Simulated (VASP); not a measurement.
Runs of VASP 6.6.1 on MnO2. The structure is that of space group R-3m (No. 166), or close to it. The cells are those of the table. 

```csv
task,level,potentials or basis,U,cell,cutoff (eV),gap on the mesh (eV),pressure (GPa),moment (μB),largest force (eV/Å)
single point,r2SCAN,"VASP PAW PBE potentials, release 64 (Mn_pv, O)",-,"a = 4.839 Å, angles 34.1°, 3 atoms",520,1.85,4.9,3.00,0.31
relaxation of cell and atoms,PBEsol+U,"VASP PAW PBE potentials, release 64 (Mn_pv, O)",Mn d U = 2.0 eV,"relaxed from a = 4.872 Å, angles 34.1°, 3 atoms",600,1.86,0.1,3.00,0.01
single point,PBE,"VASP PAW PBE potentials, release 64 (Mn_pv, O)",-,"a = 4.772 Å, angles 34.1°, 3 atoms",520,(a),21.1,3.00,1.31
single point,PBEsol,"VASP PAW PBE potentials, release 64 (Mn_pv, O)",-,"a = 4.872 Å, angles 34.1°, 3 atoms",520,0.73,-1.1,3.00,0.08
single point,PBEsol,"VASP PAW PBE potentials, release 64 (Mn_pv, O)",-,"a = 4.936 Å, angles 34.1°, 3 atoms",520,0.87,(b),3.00,0.61
single point,r2SCAN,"VASP PAW PBE potentials, release 64 (Mn_pv, O)",-,"a = 4.872 Å, angles 34.1°, 3 atoms",520,1.92,0.5,3.00,0.01
single point,PBE,"VASP PAW PBE potentials, release 64 (Mn_pv, O)",-,"a = 4.806 Å, angles 34.1°, 3 atoms",520,0.69,15.4,3.00,0.94
single point,LDA,"VASP PAW LDA potentials, release 64 (Mn_pv, O)",-,"a = 4.967 Å, angles 34.1°, 3 atoms",520,0.55,-17.3,3.00,1.20
```

Alike in all rows: spin collinear, ferromagnetic start; k mesh 11 × 11 × 11; smearing fermi-dirac 0.05 eV.

Question: Estimate the missing entries.

Answer: (a) 0.61; (b) -8.3.

Caveats: a cell with one magnetic atom can't hold antiferromagnetic order, which such compounds often take; the PAW data sets were made with another functional, which shifts forces and pressure a little (at least some runs); semilocal functionals underestimate gaps, and a narrow one can read as zero (at least some runs); forces of over 1 eV/Å act on the atoms, so gaps and moduli don't describe the material at rest (at least some runs); the cell stands under pressure (at least some runs); the stress differs along the axes, from 16 to 24 GPa (at least some runs); the cell stands under tension (at least some runs).

A k mesh can miss the band edges.
